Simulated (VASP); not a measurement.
# CdSe (F-43m) in VASP: notebook

The runs below take CdSe through single point, with PBE.

Everything below comes from runs of VASP 6.6.1. Logs are shortened: lines on timing, memory, paths and dates and some standing lists are left out, and cuts for length are marked.

**1. The cell of the first run**

It takes space group F-43m (No. 216, cubic). The conventional cell has a = 6.036 Å, b = 6.036 Å, c = 6.036 Å, α = 90.00°, β = 90.00°, γ = 90.00°. Cd (site symmetry -43m) has 4 Se at 2.61 Å within 3.4 Å. Within 3.4 Å of Se (site symmetry -43m) lie 4 Cd at 2.61 Å.

**2. Single point, PBE**

File INCAR:

```
ALGO     = Normal         # electronic algorithm
EDIFF    = 1E-6           # SCF threshold, eV
ENCUT    = 500            # plane-wave cutoff, eV
GGA      = PE             # functional
GGA_COMPAT= False        
ISIF     = 2              # what is computed and relaxed
ISMEAR   = 0              # smearing method
LASPH    = True           # aspherical terms in the spheres
LCHARG   = True           # write CHGCAR
LELF     = True           # ELF
LREAL    = False          # projectors in reciprocal space
LVHAR    = True         
LWAVE    = False          # write WAVECAR
NBANDS   = 16             # bands
NELM     = 120            # most SCF steps
PREC     = Accurate       # precision mode
SIGMA    = 0.01           # smearing width, eV
```

File KPOINTS:

```
k-points
0
Gamma
  6 6 6
```

File POSCAR:

```
CdSe
1.0
    0.0000000000      3.0182214704      3.0182214704
    3.0182214704      0.0000000000      3.0182214704
    3.0182214704      3.0182214704      0.0000000000
Cd Se
1 1
Direct
    0.0000000000      0.0000000000      0.0000000000
    0.7500000000      0.7500000000      0.7500000000
```

Potentials or basis: VASP PAW PBE potentials, release 64 (Cd, Se).

Started as:

```bash
cat potpaw_PBE.64/Cd/POTCAR potpaw_PBE.64/Se/POTCAR > POTCAR
mpirun -np 1 vasp_std > vasp.out
```

OUTCAR:

```text
EDIFF = 1E-6
   ENCUT = 500
   GGA = PE
   ISIF = 2
   ISMEAR = 0
   LASPH = True
   LREAL = False
   NELM = 120
   PREC = Accurate

 ion  position               nearest neighbor table
   1  0.000  0.000  0.000-   2 2.61   2 2.61   2 2.61   2 2.61
   2  0.750  0.750  0.750-   1 2.61   1 2.61   1 2.61   1 2.61

  LATTYP: Found a face centered cubic cell.
 ALAT       =     6.0364429408

  Lattice vectors:

 A1 = (   0.0000000000,   3.0182214704,   3.0182214704)
 A2 = (   3.0182214704,   0.0000000000,   3.0182214704)
 A3 = (   3.0182214704,   3.0182214704,   0.0000000000)

Analysis of symmetry for initial positions (statically):
=====================================================================
 Subroutine PRICEL returns:
 Original cell was already a primitive cell.

 Routine SETGRP: Setting up the symmetry group for a
 face centered cubic supercell.

 Subroutine GETGRP returns: Found 24 space group operations
 (whereof 24 operations were pure point group operations)
 out of a pool of 48 trial point group operations.

The static configuration has the point symmetry T_d .

Analysis of symmetry for dynamics (positions and initial velocities):
=====================================================================
 Subroutine PRICEL returns:
 Original cell was already a primitive cell.

 Routine SETGRP: Setting up the symmetry group for a
 face centered cubic supercell.

 Subroutine GETGRP returns: Found 24 space group operations
 (whereof 24 operations were pure point group operations)
 out of a pool of 48 trial point group operations.

The dynamic configuration has the point symmetry T_d .

 Subroutine INISYM returns: Found 24 space group operations
 (whereof 24 operations are pure point group operations),
 and found     1 'primitive' translations

----------------------------------------------------------------------------------------

                                     Primitive cell

  volume of cell :      54.9899

  direct lattice vectors                    reciprocal lattice vectors
     0.000000000  3.018221470  3.018221470    -0.165660474  0.165660474  0.165660474
     3.018221470  0.000000000  3.018221470     0.165660474 -0.165660474  0.165660474
     3.018221470  3.018221470  0.000000000     0.165660474  0.165660474 -0.165660474

  length of vectors
     4.268409738  4.268409738  4.268409738     0.286932358  0.286932358  0.286932358

  position of ions in fractional coordinates (direct lattice)
     0.000000000  0.000000000  0.000000000
     0.750000000  0.750000000  0.750000000

  ion indices of the primitive-cell ions
   primitive index   ion index
                 1           1
                 2           2

----------------------------------------------------------------------------------------

 KPOINTS: k-points

Automatic generation of k-mesh.
 Grid dimensions read from file:
 generate k-points for:    6    6    6

 Generating k-lattice:

  Cartesian coordinates                     Fractional coordinates (reciprocal lattice)
    -0.027610079  0.027610079  0.027610079     0.166666667  0.000000000  0.000000000
     0.027610079 -0.027610079  0.027610079     0.000000000  0.166666667  0.000000000
     0.027610079  0.027610079 -0.027610079     0.000000000  0.000000000  0.166666667

  Length of vectors
     0.047822060  0.047822060  0.047822060

  Shift w.r.t. Gamma in fractional coordinates (k-lattice)
     0.000000000  0.000000000  0.000000000

 Subroutine IBZKPT returns following result:
 ===========================================

 Found     16 irreducible k-points:

 Following reciprocal coordinates:
            Coordinates               Weight
  0.000000  0.000000  0.000000      1.000000
  0.166667  0.000000  0.000000      8.000000
  0.333333  0.000000  0.000000      8.000000
  0.500000  0.000000  0.000000      4.000000
  0.166667  0.166667  0.000000      6.000000
  0.333333  0.166667  0.000000     24.000000
[... 8 lines left out ...]
 -0.333333  0.333333  0.166667     24.000000
 -0.333333  0.500000  0.166667     12.000000
   k-points           NKPTS =     16   k-points in BZ     NKDIM =     16   number of bands    NBANDS=     16
   number of dos      NEDOS =    301   number of ions     NIONS =      2
   total plane-waves  NPLWV =  32768
   dimension x,y,z NGX =    32 NGY =   32 NGZ =   32
   dimension x,y,z NGXF=    64 NGYF=   64 NGZF=   64
   ions per type =               1   1
   NGX,Y,Z   is equivalent  to a cutoff of  12.46, 12.46, 12.46 a.u.
   NGXF,Y,Z  is equivalent  to a cutoff of  24.93, 24.93, 24.93 a.u.
 SYSTEM =  unknown system
   PREC   = accura    normal or accurate (medium, high low for compatibility)
   ISTART =      0    job   : 0-new  1-cont  2-samecut
   ICHARG =      2    charge: 1-file 2-atom 10-const
   ISPIN  =      1    spin polarized calculation?
   LNONCOLLINEAR =      F non collinear calculations
   LSORBIT =      F    spin-orbit coupling
   LASPH  =      T    aspherical Exc in radial PAW
   ENCUT  =  500.0 eV  36.75 Ry    6.06 a.u.   7.78  7.78  7.78*2*pi/ulx,y,z
   NELM   =    120;   NELMIN=  2; NELMDL= -5     # of ELM steps
   EDIFF  = 0.1E-05   stopping-criterion for ELM
   LREAL  =      F    real-space projection
   EDIFFG = 0.1E-04   stopping-criterion for IOM
   NSW    =      0    number of steps for IOM
   IBRION =     -1    ionic relax: 0-MD 1-quasi-New 2-CG
   NFREE  =      0    steps in history (QN), initial steepest desc. (CG)
   ISIF   =      2    stress and relaxation
   ISYM   =      2    0-nonsym 1-usesym 2-fastsym
   POTIM  = 0.5000    time-step for ionic-motion
   TEBEG  =    0.0;   TEEND  =   0.0 temperature during run
   PSTRESS=    0.0 pullay stress
   NELECT =      18.0000    total number of electrons
   NUPDOWN=      -1.0000    fix difference up-down
   EMIN   =  10.00;   EMAX   =-10.00  energy-range for DOS
   EFERMI =   0.00;   METHOD = LEGACY
   ISMEAR =     0;   SIGMA  =   0.01  broadening in eV -4-tet -1-fermi 0-gaus
   EFERMI_NEDOS =   21; number of points for ismear=-14 and -15
   IALGO  =     38    algorithm
   IMIX   =      4    mixing-type and parameters
     AMIX     =   0.40;   BMIX     =  1.00
     AMIX_MAG =   1.60;   BMIX_MAG =  1.00
  volume/ion in A,a.u.               =      27.49       185.55
  Fermi-wavevector in a.u.,A,eV,Ry     =   1.128248  2.132080 17.319448  1.272943
  Thomas-Fermi vector in A             =   2.264937
   LORBIT       =      0    0 simple, 1 ext, 2 COOP (PROOUT), +10 PAW based schemes
   GGA     = PE    functional components
   LHFCALC =     F    Hartree Fock is set to
   AEXX    =    0.0000 exact exchange contribution
   IVDW    =     0    specifies the selected vdW correction
   LEPSILON=     F    determine dielectric tensor
   LRPA    =     F    only Hartree local field effects (RPA)
 non-spin polarized calculation
 Gauss-broadening in eV      SIGMA  =   0.01
  energy-cutoff  :      500.00
  volume of cell :       54.99
 maximum number of plane-waves:      1411
   NGX = 15   NGY = 15   NGZ = 15

 number of electron      17.9999994 magnetization

 Free energy of the ion-electron system (eV)
  ---------------------------------------------------
  ext. energy  EPLUGINS =         0.00000000
  ---------------------------------------------------
  free energy    TOTEN  =        -5.43209286 eV

  energy without entropy =       -5.43209286  energy(sigma->0) =       -5.43209286

 E-fermi :   1.1720     XC(G=0):  -8.9886

 val. band max:        1.1296224322   @ k =   0.0000   0.0000   0.0000
 cond. band min:       1.7840370406   @ k =   0.0000   0.0000   0.0000
 fundamental gap:      0.6544146084
 Fermi energy:         1.1720059282

 k-point     1 :       0.0000    0.0000    0.0000
  band No.  band energies     occupation
      1     -11.5946      2.00000
      2      -6.8891      2.00000
      3      -6.8891      2.00000
      4      -6.8891      2.00000
      5      -6.4897      2.00000
      6      -6.4897      2.00000
[... 8 lines left out ...]
     15      12.2798      0.00000
     16      12.2798      0.00000

 k-point     2 :       0.1667    0.0000    0.0000
  band No.  band energies     occupation
      1     -11.4977      2.00000
      2      -6.8584      2.00000
      3      -6.8584      2.00000
      4      -6.7988      2.00000
      5      -6.4907      2.00000
      6      -6.4907      2.00000
[... 8 lines left out ...]
     15      11.2864      0.00000
     16      11.7153      0.00000

 k-point     3 :       0.3333    0.0000    0.0000
  band No.  band energies     occupation
      1     -11.3007      2.00000
      2      -6.8074      2.00000
      3      -6.8074      2.00000
      4      -6.4818      2.00000
      5      -6.4791      2.00000
      6      -6.4791      2.00000
[... 8 lines left out ...]
     15      11.7368      0.00000
     16      11.7368      0.00000

 k-point     4 :       0.5000    0.0000    0.0000
  band No.  band energies     occupation
      1     -11.2013      2.00000
      2      -6.7891      2.00000
      3      -6.7891      2.00000
      4      -6.4644      2.00000
      5      -6.4644      2.00000
      6      -6.1766      2.00000
[... 8 lines left out ...]
     15      13.3541      0.00000
     16      13.3541      0.00000
[... 172 lines left out ...]
 k-point    14 :       0.5000    0.3333    0.1667
  band No.  band energies     occupation
      1     -11.1735      2.00000
      2      -6.7335      2.00000
      3      -6.7257      2.00000
      4      -6.5648      2.00000
      5      -6.4616      2.00000
      6      -6.2408      2.00000
[... 8 lines left out ...]
     15      13.3889      0.00000
     16      14.3143      0.00000

 k-point    15 :      -0.3333    0.3333    0.1667
  band No.  band energies     occupation
      1     -11.1096      2.00000
      2      -6.7269      2.00000
      3      -6.6968      2.00000
      4      -6.5239      2.00000
      5      -6.4785      2.00000
      6      -6.0322      2.00000
[... 8 lines left out ...]
     15      13.1215      0.00000
     16      14.2519      0.00000

 k-point    16 :      -0.3333    0.5000    0.1667
  band No.  band energies     occupation
      1     -11.0784      2.00000
      2      -6.6933      2.00000
      3      -6.6669      2.00000
      4      -6.5575      2.00000
      5      -6.4606      2.00000
      6      -6.0040      2.00000
[... 8 lines left out ...]
     15      14.0640      0.00000
     16      14.1804      0.00000

------------------------ aborting loop because EDIFF is reached ----------------------------------------

  FORCE on cell =-STRESS in cart. coord.  units (eV):
  Direction    XX          YY          ZZ          XY          YZ          ZX
  --------------------------------------------------------------------------------------
  -------------------------------------------------------------------------------------
  Total        1.5749806      1.5749806      1.5749806      0.0000000      0.0000000      0.0000000
  in kB       45.8883532     45.8883532     45.8883532      0.0000000      0.0000000      0.0000000
  external PRESSURE =      45.8883532 kB  Pullay stress =       0.0000000 kB

 VOLUME and BASIS-vectors are now :
 -----------------------------------------------------------------------------
  energy-cutoff  :      500.00
  volume of cell :       54.99
      direct lattice vectors                 reciprocal lattice vectors
     0.000000000  3.018221470  3.018221470    -0.165660474  0.165660474  0.165660474
     3.018221470  0.000000000  3.018221470     0.165660474 -0.165660474  0.165660474
     3.018221470  3.018221470  0.000000000     0.165660474  0.165660474 -0.165660474

 POSITION                                       TOTAL-FORCE (eV/Angst)
 -----------------------------------------------------------------------------------
      0.00000      0.00000      0.00000        -0.000000     -0.000000     -0.000000
      4.52733      4.52733      4.52733         0.000000      0.000000      0.000000
 -----------------------------------------------------------------------------------
    total drift:                               -0.000000     -0.000000     -0.000000

  FREE ENERGIE OF THE ION-ELECTRON SYSTEM (eV)
  ---------------------------------------------------
  free  energy   TOTEN  =        -5.4320928587 eV

  energy  without entropy=       -5.4320928587  energy(sigma->0) =       -5.43209286
```

It took 8.5 s on 1 thread of Intel Xeon Platinum 8559C (Emerald Rapids), shared host; peak memory 0.18 GiB.

Results:

- Free energy: -5.4321 eV
- Pressure: 4.6 GPa
- Band gap on the k mesh: 0.65 eV, direct

A hybrid or GW would open this gap; PBE tends to underestimate it.

**3. Single point, PBE**

This run uses another cell than the first one, of 29.23 Å³/atom, 1.063 times its volume.

File INCAR:

```
ALGO = Normal ; EDIFF = 1E-6
ENCUT = 500 ; GGA = PE
GGA_COMPAT = F ; ISIF = 2
ISMEAR = 0 ; LASPH = T
LCHARG = F ; LREAL = F
LWAVE = F ; NBANDS = 16
NELM = 120 ; PREC = Accurate
SIGMA = 0.01
```

KPOINTS is that of step 2.

File POSCAR:

```
CdSe
1.0
    0.0000000000      3.0804703075      3.0804703075
    3.0804703075      0.0000000000      3.0804703075
    3.0804703075      3.0804703075      0.0000000000
Cd Se
1 1
Direct
    0.0000000000      0.0000000000      0.0000000000
    0.7500000000      0.7500000000      0.7500000000
```

Potentials or basis: VASP PAW PBE potentials, release 64 (Cd, Se).

Started as:

```bash
cat potpaw_PBE.64/Cd/POTCAR potpaw_PBE.64/Se/POTCAR > POTCAR
mpirun -np 1 vasp_std > vasp.out
```

OUTCAR:

```text
EDIFF = 1E-6
   ENCUT = 500
   GGA = PE
   ISIF = 2
   ISMEAR = 0
   LASPH = T
   LREAL = F
   NELM = 120
   PREC = Accurate

 ion  position               nearest neighbor table
   1  0.000  0.000  0.000-   2 2.67   2 2.67   2 2.67   2 2.67
   2  0.750  0.750  0.750-   1 2.67   1 2.67   1 2.67   1 2.67

  LATTYP: Found a face centered cubic cell.
 ALAT       =     6.1609406150

  Lattice vectors:

 A1 = (   0.0000000000,   3.0804703075,   3.0804703075)
[... 479 lines left out ...]
------------------------ aborting loop because EDIFF is reached ----------------------------------------

  FORCE on cell =-STRESS in cart. coord.  units (eV):
  Direction    XX          YY          ZZ          XY          YZ          ZX
  --------------------------------------------------------------------------------------
  -------------------------------------------------------------------------------------
  Total        0.3901302      0.3901302      0.3901302      0.0000000      0.0000000     -0.0000000
  in kB       10.6915105     10.6915105     10.6915105      0.0000000      0.0000000     -0.0000000
  external PRESSURE =      10.6915105 kB  Pullay stress =       0.0000000 kB

 VOLUME and BASIS-vectors are now :
 -----------------------------------------------------------------------------
  energy-cutoff  :      500.00
  volume of cell :       58.46
      direct lattice vectors                 reciprocal lattice vectors
     0.000000000  3.080470308  3.080470308    -0.162312878  0.162312878  0.162312878
     3.080470308  0.000000000  3.080470308     0.162312878 -0.162312878  0.162312878
     3.080470308  3.080470308  0.000000000     0.162312878  0.162312878 -0.162312878

 POSITION                                       TOTAL-FORCE (eV/Angst)
 -----------------------------------------------------------------------------------
      0.00000      0.00000      0.00000         0.000000      0.000000      0.000000
      4.62071      4.62071      4.62071        -0.000000     -0.000000     -0.000000
 -----------------------------------------------------------------------------------
    total drift:                               -0.000000     -0.000000     -0.000000

  FREE ENERGIE OF THE ION-ELECTRON SYSTEM (eV)
  ---------------------------------------------------
  free  energy   TOTEN  =        -5.4913105168 eV

  energy  without entropy=       -5.4913105168  energy(sigma->0) =       -5.49131052
```

OSZICAR:

```text
N       E                     dE             d eps       ncg     rms          rms(c)
DAV:   1     0.104740140246E+03    0.10474E+03   -0.85394E+03   520   0.964E+02
DAV:   2    -0.204780405835E+01   -0.10679E+03   -0.10122E+03   616   0.247E+02
DAV:   3    -0.585928011850E+01   -0.38115E+01   -0.38055E+01   656   0.487E+01
DAV:   4    -0.587424691337E+01   -0.14967E-01   -0.14966E-01   624   0.302E+00
DAV:   5    -0.587434325362E+01   -0.96340E-04   -0.96339E-04   656   0.214E-01    0.574E+00
DAV:   6    -0.551142609907E+01    0.36292E+00   -0.55035E-01   720   0.862E+00    0.461E+00
DAV:   7    -0.549001468595E+01    0.21411E-01   -0.13963E-01   592   0.247E+00    0.201E+00
DAV:   8    -0.549097287588E+01   -0.95819E-03   -0.12792E-02   560   0.135E+00    0.246E-01
DAV:   9    -0.549118849177E+01   -0.21562E-03   -0.13774E-03   608   0.462E-01    0.475E-02
DAV:  10    -0.549125894188E+01   -0.70450E-04   -0.15151E-04   632   0.150E-01    0.439E-02
DAV:  11    -0.549131076178E+01   -0.51820E-04   -0.84715E-05   600   0.576E-02    0.166E-02
DAV:  12    -0.549131051681E+01    0.24498E-06   -0.16829E-06   568   0.149E-02
   1 F= -.54913105E+01 E0= -.54913105E+01  d E =-.942833E-12
```

stdout:

```text
POSCAR found type information on POSCAR CdSe
 POSCAR found :  2 types and       2 ions
 scaLAPACK will be used
 LDA part: xc-table for (Slater+PW92), standard interpolation
 POSCAR, INCAR and KPOINTS ok, starting setup
 FFT: planning ... GRIDC
 FFT: planning ... GRID_SOFT
 FFT: planning ... GRID
 WAVECAR not read
 entering main loop
```

It took 7.8 s on 1 thread of Intel Xeon Platinum 8559C (Emerald Rapids), shared host; peak memory 0.18 GiB.

What came out:

```
Free energy            : -5.4913 eV
Pressure               : 1.1 GPa
Band gap on the k mesh : 0.53 eV, direct
```

Levels at points of the mesh, in eV from the valence-band top:
```
           k point  band 5  band 6  band 7  band 8  band 9  band 10  band 11  band 12  band 13  band 14
(0.00, 0.00, 0.00)   -7.48   -7.48    0.00    0.00    0.00     0.53     5.93     5.93     5.93     9.63
(0.50, 0.00, 0.00)   -7.46   -7.21   -4.17   -0.70   -0.70     2.34     6.43     6.43     7.31     9.94
(0.50, 0.50, 0.00)   -7.43   -7.15   -3.91   -1.73   -1.73     3.21     3.71     8.94     9.99     9.99
```

As with any semilocal functional, this PBE gap is likely too small.

**4. Single point, PBE**

This run uses another cell than the first one, of 30.97 Å³/atom, 1.126 times its volume.

File INCAR:

```
PREC = Accurate
ENCUT = 500
EDIFF = 1E-6
ISMEAR = 0
SIGMA = 0.01
LREAL = False
LASPH = True
NELM = 120
ALGO = Normal
ISIF = 2
LWAVE = False
LCHARG = False
GGA = PE
NBANDS = 16
GGA_COMPAT = False
```

File KPOINTS:

```
Automatic mesh
0
Gamma
  6 6 6
```

File POSCAR:

```
CdSe
1.0
    0.0000000000      3.1403001623      3.1403001623
    3.1403001623      0.0000000000      3.1403001623
    3.1403001623      3.1403001623      0.0000000000
Cd Se
1 1
Direct
    0.0000000000      0.0000000000      0.0000000000
    0.7500000000      0.7500000000      0.7500000000
```

Started as:

```bash
cat potpaw_PBE.64/Cd/POTCAR potpaw_PBE.64/Se/POTCAR > POTCAR
mpirun -np 1 vasp_std > vasp.out
```

Run time: 9.3 s. Hardware: 1 thread of Intel Xeon Platinum 8559C (Emerald Rapids), shared host; peak memory 0.17 GiB.

Results (log left out):

```
Free energy            : -5.4858 eV
Pressure               : -1.4 GPa
Band gap on the k mesh : 0.41 eV, direct
```

Levels at points of the mesh, in eV from the valence-band top:
| k point | band 6 | band 7 | band 8 | band 9 | band 10 | band 11 | band 12 | band 13 |
| --- | --- | --- | --- | --- | --- | --- | --- | --- |
| (0.00, 0.00, 0.00) | -7.38 | 0.00 | 0.00 | 0.00 | 0.41 | 5.91 | 5.91 | 5.91 |
| (0.50, 0.00, 0.00) | -7.15 | -3.86 | -0.62 | -0.62 | 2.26 | 6.40 | 6.40 | 7.12 |
| (0.50, 0.50, 0.00) | -7.10 | -3.67 | -1.55 | -1.55 | 3.30 | 3.63 | 8.69 | 9.64 |

A hybrid or GW would open this gap; PBE tends to underestimate it.

**5. Overview**

```csv
cell,gap on the mesh (eV),pressure (GPa)
"a = 4.268 Å, angles 60.0°, 2 atoms",0.65,4.6
"a = 4.356 Å, angles 60.0°, 2 atoms",0.53,1.1
"a = 4.441 Å, angles 60.0°, 2 atoms",0.41,-1.4
```

Alike in all rows: task single point; level PBE; potentials or basis VASP PAW PBE potentials, release 64 (Cd, Se); no spin polarisation; k mesh 6 × 6 × 6; cutoff (eV) 500; smearing gaussian 0.01 eV.

Absolute energies hang on the potentials; compare differences alone.
